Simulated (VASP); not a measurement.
# B (Cm) in VASP: further runs

B is run at these levels: PBE; tasks: single point, relaxation of cell and atoms.

All numbers are computed with VASP 6.6.1; they aren't measurements. Logs are shortened: lines on timing, memory, paths and dates and some standing lists are left out, and cuts for length are marked.

## Step 1: The cell of the first run

It takes space group Cm (No. 8, monoclinic). Conventional cell: a = 3.549 Å, b = 4.575 Å, c = 5.364 Å, α = 90.00°, β = 99.03°, γ = 90.00°. Within 2.3 Å of B (site symmetry 1) lie 7 B at 1.72 to 1.92 Å. Within 2.3 Å of B (site symmetry 1) lie 7 B at 1.71 to 1.92 Å. B (site symmetry m) has 5 B at 1.68 to 1.81 Å within 2.2 Å. Within 2.2 Å of B (site symmetry m) lie 5 B at 1.68 to 1.85 Å.

## Step 2: Single point, PBE

The input, INCAR:

```
SYSTEM = B
PREC = Accurate
ENCUT = 520
EDIFF = 1E-6
ISMEAR = 0
SIGMA = 0.1
LREAL = .False.
LASPH = .True.
NELM = 80
ALGO = Normal
ISIF = 2
LWAVE = .False.
LCHARG = .False.
GGA = PE
NBANDS = 18
```

The input, KPOINTS:

```
Automatic mesh
0
Gamma
  6 6 4
  0 0 0
```

The input, POSCAR:

```
B
1.0
    1.7742566044     -2.2875677031      0.0000000000
    1.7742566044      2.2875677031      0.0000000000
   -0.8418267587      0.0000000000      5.2971667853
B
6
Direct
    0.6770275263      0.2812468988      0.8877940855
    0.5092227306      0.0978187788      0.1978093428
    0.2812468988      0.6770275263      0.8877940855
    0.0506051855      0.0506051855      0.3807812897
    0.1339550871      0.1339550871      0.6980257838
    0.0978187788      0.5092227306      0.1978093428
```

Potentials or basis: VASP PAW PBE potentials, release 64 (B).

Command:

```
> cat potpaw_PBE.64/B/POTCAR > POTCAR
> mpirun -np 1 vasp_std > vasp.out
```

OUTCAR:

```text
SYSTEM = B
   PREC = Accurate
   ENCUT = 520
   EDIFF = 1E-6
   ISMEAR = 0
   LREAL = .False.
   LASPH = .True.
   NELM = 80
   ISIF = 2
   GGA = PE

 ion  position               nearest neighbor table
   1  0.677  0.281  0.888-   5 1.72   3 1.81   3 1.84   3 1.84   5 1.85   2 1.87   6 1.92
   2  0.509  0.098  0.198-   4 1.71   4 1.81   6 1.82   6 1.82   1 1.87   6 1.88   3 1.92
   3  0.281  0.677  0.888-   5 1.72   1 1.81   1 1.84   1 1.84   5 1.85   6 1.87   2 1.92
   4  0.051  0.051  0.381-   5 1.68   2 1.71   6 1.71   6 1.81   2 1.81
   5  0.134  0.134  0.698-   4 1.68   3 1.72   1 1.72   3 1.85   1 1.85
   6  0.098  0.509  0.198-   4 1.71   4 1.81   2 1.82   2 1.82   3 1.87   2 1.88   1 1.92

  LATTYP: Found a base centered monoclinic cell.
 ALAT       =     3.5485132088
 B/A-ratio  =     1.2893105188
 C/A-ratio  =     1.5115179253
 COS(beta)  =    -0.1569506065

  Lattice vectors:

 A1 = (   1.7742566044,  -2.2875677031,   0.0000000000)
 A2 = (   1.7742566044,   2.2875677031,   0.0000000000)
 A3 = (  -0.8418267587,   0.0000000000,   5.2971667853)

Analysis of symmetry for initial positions (statically):
=====================================================================
 Subroutine PRICEL returns:
 Original cell was already a primitive cell.

 Routine SETGRP: Setting up the symmetry group for a
 base centered monoclinic supercell.

 Subroutine GETGRP returns: Found  2 space group operations
 (whereof  2 operations were pure point group operations)
 out of a pool of  4 trial point group operations.

The static configuration has the point symmetry C_1h.

Analysis of symmetry for dynamics (positions and initial velocities):
=====================================================================
 Subroutine PRICEL returns:
 Original cell was already a primitive cell.

 Routine SETGRP: Setting up the symmetry group for a
 base centered monoclinic supercell.

 Subroutine GETGRP returns: Found  2 space group operations
 (whereof  2 operations were pure point group operations)
 out of a pool of  4 trial point group operations.

The dynamic configuration has the point symmetry C_1h.

 Subroutine INISYM returns: Found  2 space group operations
 (whereof  2 operations are pure point group operations),
 and found     1 'primitive' translations

----------------------------------------------------------------------------------------

                                     Primitive cell

  volume of cell :      42.9996

  direct lattice vectors                    reciprocal lattice vectors
     1.774256604 -2.287567703  0.000000000     0.281808166 -0.218572766  0.044785008
     1.774256604  2.287567703  0.000000000     0.281808166  0.218572766  0.044785008
    -0.841826759  0.000000000  5.297166785     0.000000000  0.000000000  0.188780161

  length of vectors
     2.894987477  2.894987477  5.363641323     0.359437885  0.359437885  0.188780161

  position of ions in fractional coordinates (direct lattice)
     0.677027526  0.281246899  0.887794085
     0.509222731  0.097818779  0.197809343
     0.281246899  0.677027526  0.887794085
     0.050605185  0.050605185  0.380781290
     0.133955087  0.133955087  0.698025784
     0.097818779  0.509222731  0.197809343

  ion indices of the primitive-cell ions
   primitive index   ion index
                 1           1
                 2           2
                 3           3
                 4           4
                 5           5
                 6           6

----------------------------------------------------------------------------------------

 KPOINTS: Automatic mesh

Automatic generation of k-mesh.
 Grid dimensions read from file:
 generate k-points for:    6    6    4

 Generating k-lattice:

  Cartesian coordinates                     Fractional coordinates (reciprocal lattice)
     0.046968028 -0.036428794  0.007464168     0.166666667  0.000000000  0.000000000
     0.046968028  0.036428794  0.007464168     0.000000000  0.166666667  0.000000000
     0.000000000  0.000000000  0.047195040     0.000000000  0.000000000  0.250000000

  Length of vectors
     0.059906314  0.059906314  0.047195040

  Shift w.r.t. Gamma in fractional coordinates (k-lattice)
     0.000000000  0.000000000  0.000000000

 Subroutine IBZKPT returns following result:
 ===========================================

 Found     47 irreducible k-points:

 Following reciprocal coordinates:
            Coordinates               Weight
  0.000000  0.000000  0.000000      1.000000
  0.166667 -0.000000  0.000000      4.000000
  0.333333  0.000000 -0.000000      4.000000
  0.500000  0.000000 -0.000000      2.000000
  0.166667  0.166667  0.000000      2.000000
  0.333333  0.166667 -0.000000      4.000000
[... 16 lines left out ...]
 -0.333333  0.166667  0.250000      4.000000
 -0.166667  0.166667  0.250000      4.000000
 [... further k-points ...]
   k-points           NKPTS =     47   k-points in BZ     NKDIM =     47   number of bands    NBANDS=     18
   number of dos      NEDOS =    301   number of ions     NIONS =      6
   total plane-waves  NPLWV =  23040
   dimension x,y,z NGX =    24 NGY =   24 NGZ =   40
   dimension x,y,z NGXF=    48 NGYF=   48 NGZF=   80
   ions per type =               6
   NGX,Y,Z   is equivalent  to a cutoff of  13.78, 13.78, 12.40 a.u.
   NGXF,Y,Z  is equivalent  to a cutoff of  27.56, 27.56, 24.80 a.u.
 SYSTEM =  B
   PREC   = accura    normal or accurate (medium, high low for compatibility)
   ISTART =      0    job   : 0-new  1-cont  2-samecut
   ICHARG =      2    charge: 1-file 2-atom 10-const
   ISPIN  =      1    spin polarized calculation?
   LNONCOLLINEAR =      F non collinear calculations
   LSORBIT =      F    spin-orbit coupling
   LASPH  =      T    aspherical Exc in radial PAW
   ENCUT  =  520.0 eV  38.22 Ry    6.18 a.u.   5.38  5.38  9.97*2*pi/ulx,y,z
   NELM   =     80;   NELMIN=  2; NELMDL= -5     # of ELM steps
   EDIFF  = 0.1E-05   stopping-criterion for ELM
   LREAL  =      F    real-space projection
   EDIFFG = 0.1E-04   stopping-criterion for IOM
   NSW    =      0    number of steps for IOM
   IBRION =     -1    ionic relax: 0-MD 1-quasi-New 2-CG
   NFREE  =      0    steps in history (QN), initial steepest desc. (CG)
   ISIF   =      2    stress and relaxation
   ISYM   =      2    0-nonsym 1-usesym 2-fastsym
   POTIM  = 0.5000    time-step for ionic-motion
   TEBEG  =    0.0;   TEEND  =   0.0 temperature during run
   PSTRESS=    0.0 pullay stress
   NELECT =      18.0000    total number of electrons
   NUPDOWN=      -1.0000    fix difference up-down
   EMIN   =  10.00;   EMAX   =-10.00  energy-range for DOS
   EFERMI =   0.00;   METHOD = LEGACY
   ISMEAR =     0;   SIGMA  =   0.10  broadening in eV -4-tet -1-fermi 0-gaus
   EFERMI_NEDOS =   21; number of points for ismear=-14 and -15
   IALGO  =     38    algorithm
   IMIX   =      4    mixing-type and parameters
     AMIX     =   0.40;   BMIX     =  1.00
     AMIX_MAG =   1.60;   BMIX_MAG =  1.00
  volume/ion in A,a.u.               =       7.17        48.36
  Fermi-wavevector in a.u.,A,eV,Ry     =   1.224647  2.314248 20.405484  1.499761
  Thomas-Fermi vector in A             =   2.359714
   LORBIT       =      0    0 simple, 1 ext, 2 COOP (PROOUT), +10 PAW based schemes
   GGA     = PE    functional components
   LHFCALC =     F    Hartree Fock is set to
   AEXX    =    0.0000 exact exchange contribution
   IVDW    =     0    specifies the selected vdW correction
   LEPSILON=     F    determine dielectric tensor
   LRPA    =     F    only Hartree local field effects (RPA)
 non-spin polarized calculation
 Gauss-broadening in eV      SIGMA  =   0.10
  energy-cutoff  :      520.00
  volume of cell :       43.00
 maximum number of plane-waves:      1188
 NGX is ok and might be reduce to    24
   NGX = 11   NGY = 11   NGZ = 19

 number of electron      18.0000000 magnetization

 Free energy of the ion-electron system (eV)
  ---------------------------------------------------
  ext. energy  EPLUGINS =         0.00000000
  ---------------------------------------------------
  free energy    TOTEN  =       -38.85408483 eV

  energy without entropy =      -38.84660251  energy(sigma->0) =      -38.85034367

 E-fermi :   6.0276     XC(G=0): -11.6902

 val. band max:        6.0234738058   @ k =  -0.3333  -0.0000   0.2500
 cond. band min:       6.0281911184   @ k =   0.3333   0.0000  -0.0000
 fundamental gap:      0.0047173126
 Fermi energy:         6.0275904194

 k-point     1 :       0.0000    0.0000    0.0000
  band No.  band energies     occupation
      1     -10.0639      2.00000
      2      -5.9891      2.00000
      3      -3.6256      2.00000
      4       1.7103      2.00000
      5       2.1035      2.00000
      6       3.6467      2.00000
[... 10 lines left out ...]
     17      14.0814      0.00000
     18      15.9038      0.00000

 k-point     2 :       0.1667   -0.0000    0.0000
  band No.  band energies     occupation
      1      -9.6581      2.00000
      2      -5.6618      2.00000
      3      -3.1765      2.00000
      4      -0.3307      2.00000
      5       1.9998      2.00000
      6       2.9942      2.00000
[... 10 lines left out ...]
     17      15.2891      0.00000
     18      16.3675      0.00000

 k-point     3 :       0.3333    0.0000   -0.0000
  band No.  band energies     occupation
      1      -8.4607      2.00000
      2      -4.8107      2.00000
      3      -3.3306      2.00000
      4      -1.9014      2.00000
      5      -0.0206      2.00000
      6       2.6051      2.00000
[... 10 lines left out ...]
     17      16.0566      0.00000
     18      17.4810      0.00000

 k-point     4 :       0.5000    0.0000   -0.0000
  band No.  band energies     occupation
      1      -6.9364      2.00000
      2      -5.8946      2.00000
      3      -3.3135      2.00000
      4      -2.1156      2.00000
      5       0.0476      2.00000
      6       1.2170      2.00000
[... 375 lines left out ...]
      4      -2.0400      2.00000
      5       0.3020      2.00000
      6       0.8831      2.00000
[... 10 lines left out ...]
     17      17.1185      0.00000
     18      18.8385      0.00000

 k-point    23 :      -0.3333    0.1667    0.2500
  band No.  band energies     occupation
      1      -8.3629      2.00000
      2      -5.0981      2.00000
      3      -2.4103      2.00000
      4      -1.0039      2.00000
      5      -0.2189      2.00000
      6       2.2619      2.00000
[... 10 lines left out ...]
     17      16.3944      0.00000
     18      17.3474      0.00000

 k-point    24 :      -0.1667    0.1667    0.2500
  band No.  band energies     occupation
      1      -9.3416      2.00000
      2      -6.1205      2.00000
      3      -1.8669      2.00000
      4       0.4120      2.00000
      5       0.7552      2.00000
      6       2.9945      2.00000
[... 10 lines left out ...]
     17      15.3721      0.00000
     18      15.5594      0.00000

 [... further k-points ...]
[... 5 lines left out ...]
  --------------------------------------------------------------------------------------
  -------------------------------------------------------------------------------------
  Total       -1.0510142      0.8307118      0.0889109      0.0000000      0.0000000      0.0356019
  in kB      -39.1611238     30.9525866      3.3128484      0.0000000      0.0000000      1.3265366
  external PRESSURE =      -1.6318963 kB  Pullay stress =       0.0000000 kB

 VOLUME and BASIS-vectors are now :
 -----------------------------------------------------------------------------
  energy-cutoff  :      520.00
  volume of cell :       43.00
      direct lattice vectors                 reciprocal lattice vectors
     1.774256604 -2.287567703  0.000000000     0.281808166 -0.218572766  0.044785008
     1.774256604  2.287567703  0.000000000     0.281808166  0.218572766  0.044785008
    -0.841826759  0.000000000  5.297166785     0.000000000  0.000000000  0.188780161

 POSITION                                       TOTAL-FORCE (eV/Angst)
 -----------------------------------------------------------------------------------
      0.95286     -0.90537      4.70279         0.014024     -0.004463     -0.033824
      0.91053     -0.94111      1.04783         0.021666     -0.004933      0.009834
      0.95286      0.90537      4.70279         0.014024      0.004463     -0.033824
     -0.14098      0.00000      2.01706        -0.059865      0.000000      0.079082
     -0.11228      0.00000      3.69756        -0.011515      0.000000     -0.031103
      0.91053      0.94111      1.04783         0.021666      0.004933      0.009834
 -----------------------------------------------------------------------------------
    total drift:                               -0.000074      0.000000      0.000042

  FREE ENERGIE OF THE ION-ELECTRON SYSTEM (eV)
  ---------------------------------------------------
  free  energy   TOTEN  =       -38.8540848301 eV

  energy  without entropy=      -38.8466025098  energy(sigma->0) =      -38.85034367
```

Wall time 15 s (1 thread of Intel Xeon Platinum 8559C (Emerald Rapids), shared host); peak memory 0.16 GiB.

What came out:

* Free energy: -38.8541 eV
* Pressure: -0.2 GPa
* Largest force: 0.099 eV/Å
* Band gap on the k mesh: zero (band 9 reaches 8.85 eV, above the bottom of band 10 at 4.02 eV)

Forces in eV/Å, atoms in the order of the input:
```
B    0.014 -0.004 -0.034
B    0.022 -0.005  0.010
B    0.014  0.004 -0.034
B   -0.060  0.000  0.079
B   -0.012  0.000 -0.031
B    0.022  0.005  0.010
```

Caveat: the k points lie up to 0.38 Å⁻¹ apart.

[end of part 1 of 3]
